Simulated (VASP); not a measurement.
# LiNbO (P4/mmm) in VASP: a series of runs

The runs below take LiNbO through single point, relaxation of cell and atoms, with PBE.

All numbers are computed with VASP 6.6.1; they aren't measurements. Logs are shortened: lines on timing, memory, paths and dates and some standing lists are left out, and cuts for length are marked.

### Step 1. The cell of the first run

The structure is tetragonal, space group P4/mmm (No. 123). The conventional cell has a = 3.872 Å, b = 3.872 Å, c = 3.875 Å, α = 90.00°, β = 90.00°, γ = 90.00°. Within 3.6 Å of Li (site symmetry 4/mmm) lie 4 Nb at 2.74 Å and 8 O at 3.35 Å. Nb (site symmetry 4/mmm) has 2 O at 1.94 Å within 2.6 Å. Within 2.6 Å of O (site symmetry 4/mmm) lie 2 Nb at 1.94 Å.

### Step 2. Single point, PBE

INCAR reads:

```
SYSTEM = LiNbO
PREC     = Accurate       ! precision mode
ENCUT    = 520            ! plane-wave cutoff, eV
EDIFF    = 1E-6           ! SCF threshold, eV
ISMEAR   = 0              ! smearing method
SIGMA    = 0.1            ! smearing width, eV
LREAL    = .FALSE.        ! projectors in reciprocal space
LASPH    = .TRUE.         ! aspherical terms in the spheres
NELM     = 100            ! most SCF steps
ALGO     = Normal         ! electronic algorithm
ISIF     = 2              ! what is computed and relaxed
LWAVE    = .FALSE.        ! write WAVECAR
LCHARG   = .FALSE.        ! write CHGCAR
GGA      = PE             ! functional
NBANDS   = 18             ! bands
```

KPOINTS reads:

```
Automatic mesh
0
G
  6 6 4
  0 0 0
```

POSCAR reads:

```
LiNbO
1.0
    3.8718189780      0.0000000000      0.0000000000
    0.0000000000      3.8718189780      0.0000000000
    0.0000000000      0.0000000000      3.8754549258
Li Nb O
1 1 1
Direct
    0.0000000000      0.0000000000      0.0000000000
    0.5000000000      0.5000000000      0.0000000000
    0.5000000000      0.5000000000      0.5000000000
```

Potentials or basis: VASP PAW PBE potentials, release 64 (Li_sv, Nb_sv, O).

Started as:

```sh
$ cat potpaw_PBE.64/Li_sv/POTCAR potpaw_PBE.64/Nb_sv/POTCAR potpaw_PBE.64/O/POTCAR > POTCAR
$ mpirun -np 1 vasp_std > vasp.out
```

OUTCAR:

```text
SYSTEM = LiNbO
   PREC = Accurate
   ENCUT = 520
   EDIFF = 1E-6
   ISMEAR = 0
   LREAL = .FALSE.
   LASPH = .TRUE.
   NELM = 100
   ISIF = 2
   GGA = PE

 ion  position               nearest neighbor table
   1  0.000  0.000  0.000-   2 2.74   2 2.74   2 2.74   2 2.74
   2  0.500  0.500  0.000-   3 1.94   3 1.94   1 2.74   1 2.74   1 2.74   1 2.74
   3  0.500  0.500  0.500-   2 1.94   2 1.94

  LATTYP: Found a simple tetragonal cell.
 ALAT       =     3.8718189780
 C/A-ratio  =     1.0009390800

  Lattice vectors:

 A1 = (   3.8718189780,   0.0000000000,   0.0000000000)
 A2 = (   0.0000000000,   3.8718189780,   0.0000000000)
 A3 = (   0.0000000000,   0.0000000000,   3.8754549258)

Analysis of symmetry for initial positions (statically):
=====================================================================
 Subroutine PRICEL returns:
 Original cell was already a primitive cell.

 Routine SETGRP: Setting up the symmetry group for a
 simple tetragonal supercell.

 Subroutine GETGRP returns: Found 16 space group operations
 (whereof 16 operations were pure point group operations)
 out of a pool of 16 trial point group operations.

The static configuration has the point symmetry D_4h.

Analysis of symmetry for dynamics (positions and initial velocities):
=====================================================================
 Subroutine PRICEL returns:
 Original cell was already a primitive cell.

 Routine SETGRP: Setting up the symmetry group for a
 simple tetragonal supercell.

 Subroutine GETGRP returns: Found 16 space group operations
 (whereof 16 operations were pure point group operations)
 out of a pool of 16 trial point group operations.

The dynamic configuration has the point symmetry D_4h.

 Subroutine INISYM returns: Found 16 space group operations
 (whereof 16 operations are pure point group operations),
 and found     1 'primitive' translations

----------------------------------------------------------------------------------------

                                     Primitive cell

  volume of cell :      58.0969

  direct lattice vectors                    reciprocal lattice vectors
     3.871818978  0.000000000  0.000000000     0.258276538  0.000000000  0.000000000
     0.000000000  3.871818978  0.000000000     0.000000000  0.258276538  0.000000000
     0.000000000  0.000000000  3.875454926     0.000000000  0.000000000  0.258034223

  length of vectors
     3.871818978  3.871818978  3.875454926     0.258276538  0.258276538  0.258034223

  position of ions in fractional coordinates (direct lattice)
     0.000000000  0.000000000  0.000000000
     0.500000000  0.500000000  0.000000000
     0.500000000  0.500000000  0.500000000

  ion indices of the primitive-cell ions
   primitive index   ion index
                 1           1
                 2           2
                 3           3

----------------------------------------------------------------------------------------

 KPOINTS: Automatic mesh

Automatic generation of k-mesh.
 Grid dimensions read from file:
 generate k-points for:    6    6    4

 Generating k-lattice:

  Cartesian coordinates                     Fractional coordinates (reciprocal lattice)
     0.043046090  0.000000000  0.000000000     0.166666667  0.000000000  0.000000000
     0.000000000  0.043046090  0.000000000     0.000000000  0.166666667  0.000000000
     0.000000000  0.000000000  0.064508556     0.000000000  0.000000000  0.250000000

  Length of vectors
     0.043046090  0.043046090  0.064508556

  Shift w.r.t. Gamma in fractional coordinates (k-lattice)
     0.000000000  0.000000000  0.000000000

 Subroutine IBZKPT returns following result:
 ===========================================

 Found     30 irreducible k-points:

 Following reciprocal coordinates:
            Coordinates               Weight
  0.000000  0.000000  0.000000      1.000000
  0.166667  0.000000  0.000000      4.000000
  0.333333  0.000000  0.000000      4.000000
  0.500000  0.000000  0.000000      2.000000
  0.166667  0.166667  0.000000      4.000000
  0.333333  0.166667  0.000000      8.000000
[... 16 lines left out ...]
  0.333333  0.000000  0.500000      4.000000
  0.500000  0.000000  0.500000      2.000000
 [... further k-points ...]
   k-points           NKPTS =     30   k-points in BZ     NKDIM =     30   number of bands    NBANDS=     18
   number of dos      NEDOS =    301   number of ions     NIONS =      3
   total plane-waves  NPLWV =  27000
   dimension x,y,z NGX =    30 NGY =   30 NGZ =   30
   dimension x,y,z NGXF=    60 NGYF=   60 NGZF=   60
   ions per type =               1   1   1
   NGX,Y,Z   is equivalent  to a cutoff of  12.88, 12.88, 12.87 a.u.
   NGXF,Y,Z  is equivalent  to a cutoff of  25.76, 25.76, 25.74 a.u.
 SYSTEM =  LiNbO
   PREC   = accura    normal or accurate (medium, high low for compatibility)
   ISTART =      0    job   : 0-new  1-cont  2-samecut
   ICHARG =      2    charge: 1-file 2-atom 10-const
   ISPIN  =      1    spin polarized calculation?
   LNONCOLLINEAR =      F non collinear calculations
   LSORBIT =      F    spin-orbit coupling
   LASPH  =      T    aspherical Exc in radial PAW
   ENCUT  =  520.0 eV  38.22 Ry    6.18 a.u.   7.20  7.20  7.21*2*pi/ulx,y,z
   NELM   =    100;   NELMIN=  2; NELMDL= -5     # of ELM steps
   EDIFF  = 0.1E-05   stopping-criterion for ELM
   LREAL  =      F    real-space projection
[... 7 lines left out ...]
   TEBEG  =    0.0;   TEEND  =   0.0 temperature during run
   PSTRESS=    0.0 pullay stress
   NELECT =      22.0000    total number of electrons
   NUPDOWN=      -1.0000    fix difference up-down
   EMIN   =  10.00;   EMAX   =-10.00  energy-range for DOS
   EFERMI =   0.00;   METHOD = LEGACY
   ISMEAR =     0;   SIGMA  =   0.10  broadening in eV -4-tet -1-fermi 0-gaus
   EFERMI_NEDOS =   21; number of points for ismear=-14 and -15
   IALGO  =     38    algorithm
   IMIX   =      4    mixing-type and parameters
     AMIX     =   0.40;   BMIX     =  1.00
     AMIX_MAG =   1.60;   BMIX_MAG =  1.00
  volume/ion in A,a.u.               =      19.37       130.69
  Fermi-wavevector in a.u.,A,eV,Ry     =   1.184399  2.238190 19.086275  1.402802
  Thomas-Fermi vector in A             =   2.320614
   LORBIT       =      0    0 simple, 1 ext, 2 COOP (PROOUT), +10 PAW based schemes
   GGA     = PE    functional components
   LHFCALC =     F    Hartree Fock is set to
   AEXX    =    0.0000 exact exchange contribution
   IVDW    =     0    specifies the selected vdW correction
   LEPSILON=     F    determine dielectric tensor
   LRPA    =     F    only Hartree local field effects (RPA)
 non-spin polarized calculation
 Gauss-broadening in eV      SIGMA  =   0.10
  energy-cutoff  :      520.00
  volume of cell :       58.10
 maximum number of plane-waves:      1596
 NGX is ok and might be reduce to    30
   NGX = 15   NGY = 15   NGZ = 15

 number of electron      22.0000001 magnetization

 Free energy of the ion-electron system (eV)
  ---------------------------------------------------
  ext. energy  EPLUGINS =         0.00000000
  ---------------------------------------------------
  free energy    TOTEN  =       -18.28690624 eV

  energy without entropy =      -18.26405413  energy(sigma->0) =      -18.27548018

 E-fermi :   3.6276     XC(G=0):  -8.7551

 val. band max:        3.6167391421   @ k =   0.5000   0.1667   0.0000
 cond. band min:       3.6378568524   @ k =   0.3333   0.0000   0.0000
 fundamental gap:      0.0211177104
 Fermi energy:         3.6275805849

 k-point     1 :       0.0000    0.0000    0.0000
  band No.  band energies     occupation
      1     -51.9148      2.00000
      2     -42.4079      2.00000
      3     -28.4406      2.00000
      4     -27.7717      2.00000
      5     -27.7717      2.00000
      6     -15.8938      2.00000
[... 10 lines left out ...]
     17       9.2966      0.00000
     18       9.4365      0.00000

 k-point     2 :       0.1667    0.0000    0.0000
  band No.  band energies     occupation
      1     -51.9143      2.00000
      2     -42.4081      2.00000
      3     -28.4399      2.00000
      4     -27.7815      2.00000
      5     -27.7708      2.00000
      6     -15.8865      2.00000
[... 10 lines left out ...]
     17       9.9502      0.00000
     18      10.1135      0.00000

 k-point     3 :       0.3333    0.0000    0.0000
  band No.  band energies     occupation
      1     -51.9133      2.00000
      2     -42.4083      2.00000
      3     -28.4384      2.00000
      4     -27.8009      2.00000
      5     -27.7688      2.00000
      6     -15.8714      2.00000
[... 10 lines left out ...]
     17      11.2058      0.00000
     18      11.9507      0.00000

 k-point     4 :       0.5000    0.0000    0.0000
  band No.  band energies     occupation
      1     -51.9128      2.00000
      2     -42.4084      2.00000
      3     -28.4376      2.00000
      4     -27.8105      2.00000
      5     -27.7678      2.00000
      6     -15.8639      2.00000
[... 10 lines left out ...]
     17      12.4583      0.00000
     18      12.4618      0.00000

 k-point     5 :       0.1667    0.1667    0.0000
  band No.  band energies     occupation
      1     -51.9138      2.00000
      2     -42.4081      2.00000
      3     -28.4391      2.00000
      4     -27.7813      2.00000
      5     -27.7801      2.00000
      6     -15.8792      2.00000
[... 10 lines left out ...]
     17      10.2873      0.00000
     18      10.3987      0.00000

 k-point     6 :       0.3333    0.1667    0.0000
  band No.  band energies     occupation
      1     -51.9128      2.00000
      2     -42.4082      2.00000
      3     -28.4377      2.00000
      4     -27.8006      2.00000
      5     -27.7792      2.00000
      6     -15.8645      2.00000
[... 10 lines left out ...]
     17      10.8775      0.00000
     18      11.4446      0.00000

 k-point     7 :       0.5000    0.1667    0.0000
  band No.  band energies     occupation
      1     -51.9123      2.00000
      2     -42.4082      2.00000
      3     -28.4369      2.00000
      4     -27.8104      2.00000
      5     -27.7784      2.00000
      6     -15.8571      2.00000
[... 10 lines left out ...]
     17      11.1429      0.00000
     18      12.2637      0.00000

 k-point     8 :       0.3333    0.3333    0.0000
  band No.  band energies     occupation
      1     -51.9119      2.00000
      2     -42.4080      2.00000
      3     -28.4362      2.00000
      4     -27.8004      2.00000
      5     -27.7992      2.00000
      6     -15.8504      2.00000
[... 10 lines left out ...]
     17      10.2720      0.00000
     18      11.7725      0.00000
[... 229 lines left out ...]
     17       8.5618      0.00000
     18      12.5158      0.00000

 k-point    20 :       0.5000    0.5000    0.2500
  band No.  band energies     occupation
      1     -51.9087      2.00000
      2     -42.4076      2.00000
      3     -28.5560      2.00000
      4     -27.8056      2.00000
      5     -27.8056      2.00000
      6     -15.1461      2.00000
[... 10 lines left out ...]
     17       8.1441      0.00000
     18      12.5535      0.00000

 k-point    21 :       0.0000    0.0000    0.5000
  band No.  band energies     occupation
      1     -51.9102      2.00000
      2     -42.4076      2.00000
      3     -28.6804      2.00000
      4     -27.7634      2.00000
      5     -27.7634      2.00000
      6     -14.3936      2.00000
[... 10 lines left out ...]
     17       9.5163      0.00000
     18      12.4138      0.00000

 k-point    22 :       0.1667    0.0000    0.5000
  band No.  band energies     occupation
      1     -51.9097      2.00000
      2     -42.4077      2.00000
      3     -28.6794      2.00000
      4     -27.7730      2.00000
      5     -27.7625      2.00000
      6     -14.3868      2.00000
[... 10 lines left out ...]
     17      10.3401      0.00000
     18      12.1348      0.00000

 k-point    23 :       0.3333    0.0000    0.5000
  band No.  band energies     occupation
      1     -51.9087      2.00000
      2     -42.4080      2.00000
      3     -28.6773      2.00000
      4     -27.7921      2.00000
      5     -27.7606      2.00000
      6     -14.3728      2.00000
[... 10 lines left out ...]
     17      10.5136      0.00000
     18      12.2720      0.00000

 k-point    24 :       0.5000    0.0000    0.5000
  band No.  band energies     occupation
      1     -51.9082      2.00000
      2     -42.4082      2.00000
      3     -28.6762      2.00000
      4     -27.8016      2.00000
      5     -27.7596      2.00000
      6     -14.3658      2.00000
[... 10 lines left out ...]
     17       8.8393      0.00000
     18      13.7892      0.00000

 [... further k-points ...]
[... 5 lines left out ...]
  --------------------------------------------------------------------------------------
  -------------------------------------------------------------------------------------
  Total        0.0733859      0.0733859     -0.1438529      0.0000000      0.0000000      0.0000000
  in kB        2.0238142      2.0238142     -3.9671295      0.0000000      0.0000000      0.0000000
  external PRESSURE =       0.0268330 kB  Pullay stress =       0.0000000 kB

 VOLUME and BASIS-vectors are now :
 -----------------------------------------------------------------------------
  energy-cutoff  :      520.00
  volume of cell :       58.10
      direct lattice vectors                 reciprocal lattice vectors
     3.871818978  0.000000000  0.000000000     0.258276538  0.000000000  0.000000000
     0.000000000  3.871818978  0.000000000     0.000000000  0.258276538  0.000000000
     0.000000000  0.000000000  3.875454926     0.000000000  0.000000000  0.258034223

 POSITION                                       TOTAL-FORCE (eV/Angst)
 -----------------------------------------------------------------------------------
      0.00000      0.00000      0.00000         0.000000      0.000000      0.000000
      1.93591      1.93591      0.00000         0.000000      0.000000      0.000000
      1.93591      1.93591      1.93773         0.000000      0.000000      0.000000
 -----------------------------------------------------------------------------------
    total drift:                                0.000000      0.000000      0.000000

  FREE ENERGIE OF THE ION-ELECTRON SYSTEM (eV)
  ---------------------------------------------------
  free  energy   TOTEN  =       -18.2869062353 eV

  energy  without entropy=      -18.2640541324  energy(sigma->0) =      -18.27548018
```

Run time: 14 s. Hardware: 1 thread of Intel Xeon 6975P-C (Granite Rapids), shared host; peak memory 0.18 GiB.

Results:

- Free energy: -18.2869 eV
- Band gap on the k mesh: zero (band 11 reaches 5.38 eV, above the bottom of band 12 at 3.56 eV)

Caveat: the k points lie up to 0.41 Å⁻¹ apart; the cutoff is under 1.25 times the usual one of these potentials, so pressure, stress and relaxed cells hold a basis-set (Pulay) error.

### Step 3. Relaxation of cell and atoms, PBE

This run uses another cell than the first one, of 10.84 Å³/atom, 0.560 times its volume.

INCAR reads:

```
SYSTEM = LiNbO
PREC = Accurate ; ENCUT = 600
EDIFF = 1E-7 ; ISMEAR = 0
SIGMA = 0.1 ; LREAL = .FALSE.
LASPH = .TRUE. ; NELM = 60
ALGO = Normal ; ISIF = 3
LWAVE = .FALSE. ; LCHARG = .FALSE.
GGA = PE ; IBRION = 2
NSW = 90 ; EDIFFG = -0.04
```

KPOINTS reads:

```
regular mesh
0
G
  6 6 4
  0 0 0
```

POSCAR reads:

```
LiNbO
1.0
    2.8500605500      0.0000000000      0.0000000000
    0.0000000000      2.8500605500      0.0000000000
    0.0000000000      0.0000000000      4.0034787200
Li Nb O
1 1 1
Direct
    0.0000000000      0.0000000000      0.0000000000
    0.5000000000      0.5000000000      0.0000000000
    0.5000000000      0.5000000000      0.5000000000
```

Potentials or basis: VASP PAW PBE potentials, release 64 (Li_sv, Nb_sv, O).

Started as:

```sh
$ cat potpaw_PBE.64/Li_sv/POTCAR potpaw_PBE.64/Nb_sv/POTCAR potpaw_PBE.64/O/POTCAR > POTCAR
$ mpirun -np 1 vasp_std > vasp.out
```

Wall time 47 s (1 thread of Intel Xeon 6975P-C (Granite Rapids), shared host); peak memory 0.16 GiB.

It converged, with:

```
Free energy                            : -17.9711 eV
Relaxed volume                         : 17.35 Å³/atom
Relaxed cell                           : a = 3.664 Å, b = 3.664 Å, c = 3.877 Å, α = 90.00°, β = 90.00°, γ = 90.00°
Space group after relaxing (to 0.05 Å) : P4/mmm (No. 123)
Energy gained by relaxing              : 1292.9 meV/atom
Ionic steps                            : 8
Pressure after relaxing                : 0.1 GPa
Band gap on the k mesh                 : zero (band 11 reaches 6.39 eV, above the bottom of band 12 at 4.17 eV)
```

Stress tensor (GPa, compression positive):
```
0.18 0.00 0.00
0.00 0.18 0.00
0.00 0.00 0.00
```

Step by step:
| step | energy change (eV) | largest force (eV/Å) | pressure (GPa) | volume (Å³) |
| --- | --- | --- | --- | --- |
| 1 | 0.0000 | 0.0000 | 48.31 | 32.52 |
| 2 | -3.5451 | 0.0000 | 15.94 | 48.73 |
| 3 | -3.5939 | 0.0000 | 16.89 | 46.46 |
| 4 | -3.5901 | 0.0000 | 16.49 | 47.35 |
| 5 | -2.7677 | 0.0000 | -18.72 | 64.70 |
| 6 | -3.8758 | 0.0000 | -1.30 | 52.59 |
| 7 | -3.8786 | 0.0000 | -0.15 | 52.15 |
| 8 | -3.8786 | 0.0000 | 0.12 | 52.05 |

Final structure:
```
CELL_PARAMETERS angstrom
3.66382 0.00000 0.00000
0.00000 3.66382 0.00000
0.00000 0.00000 3.87738
ATOMIC_POSITIONS crystal
Li 0.00000 0.00000 0.00000
Nb 0.50000 0.50000 0.00000
O 0.50000 0.50000 0.50000
```

Levels at points of the mesh, in eV from the Fermi level:
```
           k point  band 7  band 8  band 9  band 10  band 11  band 12  band 13  band 14  band 15
(0.00, 0.00, 0.00)   -3.77   -3.77   -3.64    -3.34    -1.24     0.92     0.92     1.10     4.74
(0.50, 0.00, 0.00)   -4.74   -3.68   -3.56    -2.46    -0.40    -0.25     1.04     1.70     2.25
(0.50, 0.50, 0.00)   -4.48   -4.48   -3.51    -1.30     0.12     0.12     2.17     2.27     2.27
(0.00, 0.00, 0.50)   -7.49   -4.87   -4.87    -2.54    -1.02     1.15     1.16     3.47     3.47
(0.50, 0.00, 0.50)   -7.45   -5.82   -4.78    -2.03    -0.25     1.78     2.52     2.60     3.54
(0.50, 0.50, 0.50)   -7.41   -5.55   -5.55    -0.85     1.97     1.97     2.22     3.04     3.04
```

Caveat: the k points lie up to 0.41 Å⁻¹ apart in the final cell; the cutoff is under 1.25 times the usual one of these potentials, so pressure, stress and relaxed cells hold a basis-set (Pulay) error; the volume moved by over 15 % at a fixed basis, so the end points are rough.
